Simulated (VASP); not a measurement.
Input of a VASP 6.6.1 run:

File INCAR:

```
SYSTEM = Mg3Sn2N2
  PREC = Accurate
  ENCUT = 520
  EDIFF = 1E-6
  ISMEAR = 0
  SIGMA = 0.2
  LREAL = .False.
  LASPH = .True.
  NELM = 60
  ALGO = Normal
  ISIF = 2
  LWAVE = .False.
  LCHARG = .False.
  GGA = PE
  NBANDS = 31
```

KPOINTS

```
regular mesh
0
Gamma
  4 4 4
  0 0 0
```

File POSCAR:

```
Mg3Sn2N2
1.0
   -2.5228175657      2.5237406815      4.9563667853
    2.5228175657     -2.5237406815      4.9563667853
    2.5228175657      2.5237406815     -4.9563667853
Mg Sn N
3 2 2
Direct
    0.2108450110      0.2108450110      0.0000000000
    0.7891549890      0.7891549890      0.0000000000
    0.5000000000      0.5000000000      0.0000000000
    0.0000000000      0.5000000000      0.5000000000
    0.5000000000      0.0000000000      0.5000000000
    0.7500618749      0.2500618749      0.5000000000
    0.2499381251      0.7499381251      0.5000000000
```

Potentials or basis: VASP PAW PBE potentials, release 64 (Mg, Sn_d, N).

Run with:

```bash
$ cat potpaw_PBE.64/Mg/POTCAR potpaw_PBE.64/Sn_d/POTCAR potpaw_PBE.64/N/POTCAR > POTCAR
$ mpirun -np 1 vasp_std > vasp.out
```

(1) What does it give for the band gap on the k mesh?

(2) Predict the largest force.

(3) What does it give for the pressure?

Results:

(1) zero (bands 22 and 23 overlap by 1.06 eV).

(2) 0.009 eV/Å.

(3) -0.1 GPa.

Caveat: spin-orbit coupling is left out, which moves the levels of the heavy elements.
